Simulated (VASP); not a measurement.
Set up this calculation in VASP 6.6.1, as the native input.

* Task: relaxation of cell and atoms
* Functional: PBEsol
* Potentials or basis: VASP PAW PBE potentials, release 64 (Hf_pv)
* Cutoff: 600 eV
* k mesh: 15 × 15 × 15
* Occupations: fermi-dirac, width 0.1 eV
* Spin: no spin polarisation
* Target pressure: 71 GPa
* Dipole correction: no
* Further INCAR settings: ALGO = Normal; EDIFF = 1e-07; IBRION = 2; EDIFFG = -0.005; NSW = 60; ISIF = 3

The structure of Hf lies in POSCAR:

```
Hf
1.0
    2.5029017535      0.0000000000      0.0000000000
    0.0000000000      2.5029017535      0.0000000000
    0.0000000000      0.0000000000      2.5029017535
Hf
1
Direct
    0.0000000000      0.0000000000      0.0000000000
```

The input as run:

INCAR

```
PREC = Accurate
ENCUT = 600
EDIFF = 1E-7
ISMEAR = -1
SIGMA = 0.1
LREAL = False
LASPH = True
NELM = 60
ALGO = Normal
ISIF = 3
LWAVE = False
LCHARG = False
GGA = PS
IBRION = 2
NSW = 60
EDIFFG = -0.005
PSTRESS = 710.0
```

KPOINTS

```
regular mesh
0
Gamma
  15 15 15
```

Potentials or basis: VASP PAW PBE potentials, release 64 (Hf_pv).

Launch:

```bash
$ cat potpaw_PBE.64/Hf_pv/POTCAR > POTCAR
$ mpirun -np 1 vasp_std > vasp.out
```

It gave:

```yaml
Relaxed_volume: 15.58 Å³/atom
Relaxed_cell: a = 2.497 Å, b = 2.497 Å, c = 2.497 Å, α = 90.00°, β = 90.00°, γ = 90.00°
Space_group_after_relaxing_to_0.05_Å: Pm-3m (No. 221)
Energy_change_on_relaxing_the_enthalpy_is_what_falls: +44.7 meV/atom
Ionic_steps: 3
Pressure_after_relaxing: 71.0 GPa
Band_gap_on_the_k_mesh: zero (band 5 reaches 8.22 eV, above the bottom of band 6 at 3.95 eV)
```

Caveat: the cell is relaxed towards a set pressure, so the enthalpy falls and the energy may rise; the PAW data sets were made with another functional, which shifts forces and pressure a little; spin-orbit coupling is left out, which moves the levels of the heavy elements.

Wall time 16 s on 1 thread of Intel Xeon 6975P-C, on a shared host, peak memory 0.15 GiB.
